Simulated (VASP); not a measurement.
# Li (R-3m) in VASP: a series of runs

Li is run at these levels: PBEsol; tasks: single point, relaxation of cell and atoms.

Program: VASP 6.6.1. These are calculated values, not measurements. Logs are shortened: lines on timing, memory, paths and dates and some standing lists are left out, and cuts for length are marked.

**1. The cell of the first run**

It takes space group R-3m (No. 166, trigonal). The conventional cell has a = 2.901 Å, b = 2.901 Å, c = 6.587 Å, α = 90.00°, β = 90.00°, γ = 120.00°. Li (site symmetry 3m) has 6 Li at 1.94 to 2.07 Å within 2.6 Å.

**2. Single point, PBEsol**

Contents of INCAR:

```
PREC = Accurate
ENCUT = 520
EDIFF = 1E-6
ISMEAR = -1
SIGMA = 0.1
LREAL = False
LASPH = True
NELM = 60
ALGO = Normal
ISIF = 2
LWAVE = False
LCHARG = True
GGA = PS
LELF = True
LVHAR = True
NBANDS = 10
```

Contents of KPOINTS:

```
regular mesh
0
Gamma
  16 16 16
```

Contents of POSCAR:

```
Li
1.0
    1.4503950929     -0.8373859973      2.1956549508
    0.0000000000      1.6747719946      2.1956549508
   -1.4503950929     -0.8373859973      2.1956549508
Li
2
Direct
    0.2406332887      0.2406332887      0.2406332887
   -0.2406332887     -0.2406332887     -0.2406332887
```

Potentials or basis: VASP PAW PBE potentials, release 64 (Li_sv).

Run with:

```
$ cat potpaw_PBE.64/Li_sv/POTCAR > POTCAR
$ mpirun -np 1 vasp_std > vasp.out
```

OUTCAR:

```text
PREC = Accurate
   ENCUT = 520
   EDIFF = 1E-6
   ISMEAR = -1
   LREAL = False
   LASPH = True
   NELM = 60
   ISIF = 2
   GGA = PS

 ion  position               nearest neighbor table
   1  0.241  0.241  0.241-   2 1.94   2 1.94   2 1.94   2 2.07   2 2.07   2 2.07
   2  0.759  0.759  0.759-   1 1.94   1 1.94   1 1.94   1 2.07   1 2.07   1 2.07

  LATTYP: Found a trigonal (rhomboedric) cell.
 ALAT       =     2.7614782087
 COS(alpha) =     0.4482791480

  Lattice vectors:

 A1 = (   1.4503950929,  -0.8373859973,   2.1956549508)
 A2 = (   0.0000000000,   1.6747719946,   2.1956549508)
 A3 = (  -1.4503950929,  -0.8373859973,   2.1956549508)

Analysis of symmetry for initial positions (statically):
=====================================================================
 Subroutine PRICEL returns:
 Original cell was already a primitive cell.

 Routine SETGRP: Setting up the symmetry group for a
 trigonal (rhombohedral) supercell.

 Subroutine GETGRP returns: Found 12 space group operations
 (whereof 12 operations were pure point group operations)
 out of a pool of 12 trial point group operations.

The static configuration has the point symmetry D_3d.

Analysis of symmetry for dynamics (positions and initial velocities):
=====================================================================
 Subroutine PRICEL returns:
 Original cell was already a primitive cell.

 Routine SETGRP: Setting up the symmetry group for a
 trigonal (rhombohedral) supercell.

 Subroutine GETGRP returns: Found 12 space group operations
 (whereof 12 operations were pure point group operations)
 out of a pool of 12 trial point group operations.

The dynamic configuration has the point symmetry D_3d.

 Subroutine INISYM returns: Found 12 space group operations
 (whereof 12 operations are pure point group operations),
 and found     1 'primitive' translations

----------------------------------------------------------------------------------------

                                     Primitive cell

  volume of cell :      16.0003

  direct lattice vectors                    reciprocal lattice vectors
     1.450395093 -0.837385997  2.195654951     0.344733654 -0.199032068  0.151814990
     0.000000000  1.674771995  2.195654951     0.000000000  0.398064136  0.151814990
    -1.450395093 -0.837385997  2.195654951    -0.344733654 -0.199032068  0.151814990

  length of vectors
     2.761478209  2.761478209  2.761478209     0.426031510  0.426031510  0.426031510

  position of ions in fractional coordinates (direct lattice)
     0.240633289  0.240633289  0.240633289
     0.759366711  0.759366711  0.759366711

  ion indices of the primitive-cell ions
   primitive index   ion index
                 1           1
                 2           2

----------------------------------------------------------------------------------------

 KPOINTS: regular mesh

Automatic generation of k-mesh.
 Grid dimensions read from file:
 generate k-points for:   16   16   16

 Generating k-lattice:

  Cartesian coordinates                     Fractional coordinates (reciprocal lattice)
     0.021545853 -0.012439504  0.009488437     0.062500000 -0.000000000  0.000000000
     0.000000000  0.024879008  0.009488437    -0.000000000  0.062500000 -0.000000000
    -0.021545853 -0.012439504  0.009488437     0.000000000 -0.000000000  0.062500000

  Length of vectors
     0.026626969  0.026626969  0.026626969

  Shift w.r.t. Gamma in fractional coordinates (k-lattice)
     0.000000000  0.000000000  0.000000000

 Subroutine IBZKPT returns following result:
 ===========================================

 Found    417 irreducible k-points:

 Following reciprocal coordinates:
            Coordinates               Weight
  0.000000  0.000000  0.000000      1.000000
  0.062500  0.000000 -0.000000      6.000000
  0.125000  0.000000 -0.000000      6.000000
  0.187500 -0.000000 -0.000000      6.000000
  0.250000  0.000000 -0.000000      6.000000
  0.312500  0.000000 -0.000000      6.000000
[... 16 lines left out ...]
 -0.125000  0.062500  0.000000     12.000000
 -0.062500  0.062500  0.000000      6.000000
 [... further k-points ...]
   k-points           NKPTS =    417   k-points in BZ     NKDIM =    417   number of bands    NBANDS=     10
   number of dos      NEDOS =    301   number of ions     NIONS =      2
   total plane-waves  NPLWV =  13824
   dimension x,y,z NGX =    24 NGY =   24 NGZ =   24
   dimension x,y,z NGXF=    48 NGYF=   48 NGZF=   48
   ions per type =               2
   NGX,Y,Z   is equivalent  to a cutoff of  14.45, 14.45, 14.45 a.u.
   NGXF,Y,Z  is equivalent  to a cutoff of  28.90, 28.90, 28.90 a.u.
 SYSTEM =  unknown system
   PREC   = accura    normal or accurate (medium, high low for compatibility)
   ISTART =      0    job   : 0-new  1-cont  2-samecut
   ICHARG =      2    charge: 1-file 2-atom 10-const
   ISPIN  =      1    spin polarized calculation?
   LNONCOLLINEAR =      F non collinear calculations
   LSORBIT =      F    spin-orbit coupling
   LASPH  =      T    aspherical Exc in radial PAW
   ENCUT  =  520.0 eV  38.22 Ry    6.18 a.u.   5.13  5.13  5.13*2*pi/ulx,y,z
   NELM   =     60;   NELMIN=  2; NELMDL= -5     # of ELM steps
   EDIFF  = 0.1E-05   stopping-criterion for ELM
   LREAL  =      F    real-space projection
   EDIFFG = 0.1E-04   stopping-criterion for IOM
   NSW    =      0    number of steps for IOM
   IBRION =     -1    ionic relax: 0-MD 1-quasi-New 2-CG
   NFREE  =      0    steps in history (QN), initial steepest desc. (CG)
   ISIF   =      2    stress and relaxation
   ISYM   =      2    0-nonsym 1-usesym 2-fastsym
   POTIM  = 0.5000    time-step for ionic-motion
   TEBEG  =    0.0;   TEEND  =   0.0 temperature during run
   PSTRESS=    0.0 pullay stress
   NELECT =       6.0000    total number of electrons
   NUPDOWN=      -1.0000    fix difference up-down
   EMIN   =  10.00;   EMAX   =-10.00  energy-range for DOS
   EFERMI =   0.00;   METHOD = LEGACY
   ISMEAR =    -1;   SIGMA  =   0.10  broadening in eV -4-tet -1-fermi 0-gaus
   EFERMI_NEDOS =   21; number of points for ismear=-14 and -15
   IALGO  =     38    algorithm
   IMIX   =      4    mixing-type and parameters
     AMIX     =   0.40;   BMIX     =  1.00
     AMIX_MAG =   1.60;   BMIX_MAG =  1.00
  volume/ion in A,a.u.               =       8.00        53.99
  Fermi-wavevector in a.u.,A,eV,Ry     =   1.180546  2.230908 18.962278  1.393688
  Thomas-Fermi vector in A             =   2.316836
   LORBIT       =      0    0 simple, 1 ext, 2 COOP (PROOUT), +10 PAW based schemes
   GGA     = PS    functional components
   LHFCALC =     F    Hartree Fock is set to
   AEXX    =    0.0000 exact exchange contribution
   IVDW    =     0    specifies the selected vdW correction
   LEPSILON=     F    determine dielectric tensor
   LRPA    =     F    only Hartree local field effects (RPA)
 non-spin polarized calculation
  energy-cutoff  :      520.00
  volume of cell :       16.00
 maximum number of plane-waves:       452
 NGX is ok and might be reduce to    24
   NGX = 11   NGY = 11   NGZ = 11

 number of electron       5.9999999 magnetization

 Free energy of the ion-electron system (eV)
  ---------------------------------------------------
  ext. energy  EPLUGINS =         0.00000000
  ---------------------------------------------------
  free energy    TOTEN  =        -1.66666938 eV

  energy without entropy =       -1.65350964  energy(sigma->0) =       -1.66008951

 E-fermi :   4.4948     XC(G=0):  -9.7355

 val. band max:        4.4527312906   @ k =  -0.3125   0.3750   0.2500
 cond. band min:       4.5030179401   @ k =  -0.3125   0.4375   0.3125
 fundamental gap:      0.0502866495
 Fermi energy:         4.4947540385

 k-point     1 :       0.0000    0.0000    0.0000
  band No.  band energies     occupation
      1     -41.3870      2.00000
      2     -40.3043      2.00000
      3       0.6558      2.00000
      4      16.1739      0.00000
      5      16.1739      0.00000
      6      18.1652      0.00000
      7      21.4377      0.00000
      8      21.4377      0.00000
      9      24.0168      0.00000
     10      24.7457      0.00000

 k-point     2 :       0.0625    0.0000   -0.0000
  band No.  band energies     occupation
      1     -41.3751      2.00000
      2     -40.3132      2.00000
      3       0.6947      2.00000
      4      15.4895      0.00000
      5      16.0744      0.00000
      6      17.7680      0.00000
      7      21.7453      0.00000
      8      21.9714      0.00000
      9      23.8539      0.00000
     10      25.5007      0.00000

 k-point     3 :       0.1250    0.0000   -0.0000
  band No.  band energies     occupation
      1     -41.3401      2.00000
      2     -40.3398      2.00000
      3       0.8148      2.00000
      4      13.7844      0.00000
      5      15.8472      0.00000
      6      17.3892      0.00000
      7      22.3675      0.00000
      8      22.5923      0.00000
      9      23.9424      0.00000
     10      24.2184      0.00000

 k-point     4 :       0.1875   -0.0000   -0.0000
  band No.  band energies     occupation
      1     -41.2839      2.00000
      2     -40.3831      2.00000
      3       1.0274      2.00000
      4      11.8188      0.00000
      5      15.6235      0.00000
      6      17.1373      0.00000
      7      22.3928      0.00000
      8      22.5332      0.00000
      9      22.9463      0.00000
     10      23.8734      0.00000

 k-point     5 :       0.2500    0.0000   -0.0000
  band No.  band energies     occupation
      1     -41.2095      2.00000
      2     -40.4422      2.00000
      3       1.3487      2.00000
      4       9.9166      0.00000
      5      15.4926      0.00000
      6      16.9624      0.00000
      7      21.0205      0.00000
      8      21.2163      0.00000
      9      23.4166      0.00000
     10      25.4538      0.00000

 k-point     6 :       0.3125    0.0000   -0.0000
  band No.  band energies     occupation
      1     -41.1208      2.00000
      2     -40.5156      2.00000
      3       1.7979      2.00000
      4       8.1747      0.00000
      5      15.4984      0.00000
      6      16.8940      0.00000
      7      19.6888      0.00000
      8      20.0669      0.00000
      9      24.2858      0.00000
     10      27.3098      0.00000
[... 183 lines left out ...]
 k-point    21 :      -0.2500    0.0625    0.0000
  band No.  band energies     occupation
      1     -41.1738      2.00000
      2     -40.4715      2.00000
      3       1.5112      2.00000
      4       9.3344      0.00000
      5      14.3271      0.00000
      6      17.8339      0.00000
      7      19.4155      0.00000
      8      22.1030      0.00000
      9      23.9101      0.00000
     10      26.6186      0.00000

 k-point    22 :      -0.1875    0.0625    0.0000
  band No.  band energies     occupation
      1     -41.2523      2.00000
      2     -40.4084      2.00000
      3       1.1521      2.00000
      4      11.1828      0.00000
      5      14.4605      0.00000
      6      17.7778      0.00000
      7      20.7617      0.00000
      8      23.0541      0.00000
      9      23.5639      0.00000
     10      25.0016      0.00000

 k-point    23 :      -0.1250    0.0625    0.0000
  band No.  band energies     occupation
      1     -41.3139      2.00000
      2     -40.3603      2.00000
      3       0.9073      2.00000
      4      13.1338      0.00000
      5      14.7473      0.00000
      6      17.7091      0.00000
      7      22.2440      0.00000
      8      22.6800      0.00000
      9      23.6314      0.00000
     10      24.8550      0.00000

 k-point    24 :      -0.0625    0.0625    0.0000
  band No.  band energies     occupation
      1     -41.3556      2.00000
      2     -40.3283      2.00000
      3       0.7592      2.00000
      4      14.9084      0.00000
      5      15.2121      0.00000
      6      17.6398      0.00000
      7      22.2514      0.00000
      8      22.5642      0.00000
      9      23.7842      0.00000
     10      25.1017      0.00000

 [... further k-points ...]

------------------------ aborting loop because EDIFF is reached ----------------------------------------

  FORCE on cell =-STRESS in cart. coord.  units (eV):
  Direction    XX          YY          ZZ          XY          YZ          ZX
  --------------------------------------------------------------------------------------
  -------------------------------------------------------------------------------------
  Total        5.1528024      5.1528024      5.1523496     -0.0000000      0.0000000      0.0000000
  in kB      515.9726837    515.9726837    515.9273453     -0.0000000      0.0000000      0.0000000
  external PRESSURE =     515.9575709 kB  Pullay stress =       0.0000000 kB

 VOLUME and BASIS-vectors are now :
 -----------------------------------------------------------------------------
  energy-cutoff  :      520.00
  volume of cell :       16.00
      direct lattice vectors                 reciprocal lattice vectors
     1.450395093 -0.837385997  2.195654951     0.344733654 -0.199032068  0.151814990
     0.000000000  1.674771995  2.195654951     0.000000000  0.398064136  0.151814990
    -1.450395093 -0.837385997  2.195654951    -0.344733654 -0.199032068  0.151814990

 POSITION                                       TOTAL-FORCE (eV/Angst)
 -----------------------------------------------------------------------------------
      0.00000      0.00000      1.58504         0.000000      0.000000     -0.010928
      0.00000      0.00000      5.00192         0.000000      0.000000      0.010928
 -----------------------------------------------------------------------------------
    total drift:                                0.000000      0.000000     -0.000000

  FREE ENERGIE OF THE ION-ELECTRON SYSTEM (eV)
  ---------------------------------------------------
  free  energy   TOTEN  =        -1.6666693756 eV

  energy  without entropy=       -1.6535096378  energy(sigma->0) =       -1.66008951
```

It took 62 s on 1 thread of Intel Xeon Platinum 8375C at 2.90GHz (Ice Lake), shared host; peak memory 0.17 GiB.

What came out:

```yaml
Free_energy: -1.6667 eV
Largest_force: 0.011 eV/Å
Band_gap_on_the_k_mesh: zero (band 3 reaches 4.70 eV, above the bottom of band 4 at 4.34 eV)
```

Forces in eV/Å, atoms in the order of the input:
```
Li   0.000  0.000 -0.011
Li   0.000  0.000  0.011
```

Caveat: the cutoff is under 1.25 times the usual one of these potentials, so pressure, stress and relaxed cells hold a basis-set (Pulay) error; the PAW data sets were made with another functional, which shifts forces and pressure a little.

**3. Relaxation of cell and atoms, PBEsol, target pressure 52 GPa, at which the enthalpy is minimised**

Contents of INCAR:

```
SYSTEM = Li
PREC = Accurate ; ENCUT = 600
EDIFF = 1E-6 ; ISMEAR = -1
SIGMA = 0.1 ; LREAL = .False.
LASPH = .True. ; NELM = 80
ALGO = Normal ; ISIF = 3
LWAVE = .False. ; LCHARG = .False.
GGA = PS ; IBRION = 2
NSW = 32 ; EDIFFG = -0.005
PSTRESS = 520.0
```

Contents of KPOINTS:

```
Automatic mesh
0
Gamma
  16 16 16
  0 0 0
```

POSCAR is that of step 2.

Potentials or basis: VASP PAW PBE potentials, release 64 (Li_sv).

Run with:

```
$ cat potpaw_PBE.64/Li_sv/POTCAR > POTCAR
$ mpirun -np 1 vasp_std > vasp.out
```

It took 2.9 min on 1 thread of Intel Xeon Platinum 8375C at 2.90GHz (Ice Lake), shared host; peak memory 0.16 GiB.

The run converged. Its results:

```yaml
Free_energy: -1.6456 eV
Relaxed_volume: 7.96 Å³/atom
Relaxed_cell: a = 2.758 Å, b = 2.758 Å, c = 2.758 Å, α = 63.30°, β = 63.30°, γ = 63.30°
Space_group_after_relaxing_to_0.05_Å: R-3m (No. 166)
Energy_change_on_relaxing_the_enthalpy_is_what_falls: +13.0 meV/atom
Ionic_steps: 9
Pressure_after_relaxing: 52.0 GPa
Band_gap_on_the_k_mesh: zero (band 3 reaches 4.72 eV, above the bottom of band 4 at 4.41 eV)
```

Step by step:
| step | energy change (eV) | largest force (eV/Å) | pressure (GPa) | volume (Å³) |
| --- | --- | --- | --- | --- |
| 1 | 0.0000 | 0.0114 | 51.53 | 16.00 |
| 2 | 0.0177 | 0.0141 | 51.99 | 15.95 |
| 3 | 0.0196 | 0.0143 | 51.99 | 15.94 |
| 4 | 0.0236 | 0.0151 | 52.15 | 15.93 |
| 5 | 0.0210 | 0.0146 | 52.12 | 15.94 |
| 6 | 0.0202 | 0.0144 | 52.06 | 15.94 |
| 7 | 0.0207 | 0.0135 | 52.05 | 15.94 |
| 8 | 0.0225 | 0.0102 | 52.05 | 15.93 |
| 9 | 0.0259 | 0.0015 | 52.04 | 15.92 |

Final structure:
```
Li
1.0
     1.44723   -0.83556    2.19416
     0.00000    1.67112    2.19416
    -1.44723   -0.83556    2.19416
Li
2
Direct
  0.23931 0.23931 0.23931
  0.76069 0.76069 0.76069
```

Levels at points of the mesh, in eV from the Fermi level:
```csv
k point,band 1,band 2,band 3,band 4,band 5,band 6,band 7
"(0.00, 0.00, 0.00)",-45.90,-44.80,-3.84,11.71,11.71,13.72,17.00
"(0.50, 0.00, 0.00)",-45.36,-45.26,-0.62,-0.12,11.62,12.88,12.89
"(0.50, 0.50, 0.00)",-45.46,-45.10,-2.04,4.71,6.21,7.50,9.34
"(0.50, 0.50, 0.50)",-45.44,-45.14,-0.58,0.95,11.07,11.07,11.66
```

Caveat: the cutoff is under 1.25 times the usual one of these potentials, so pressure, stress and relaxed cells hold a basis-set (Pulay) error; the cell is relaxed towards a set pressure, so the enthalpy falls and the energy may rise; the PAW data sets were made with another functional, which shifts forces and pressure a little.
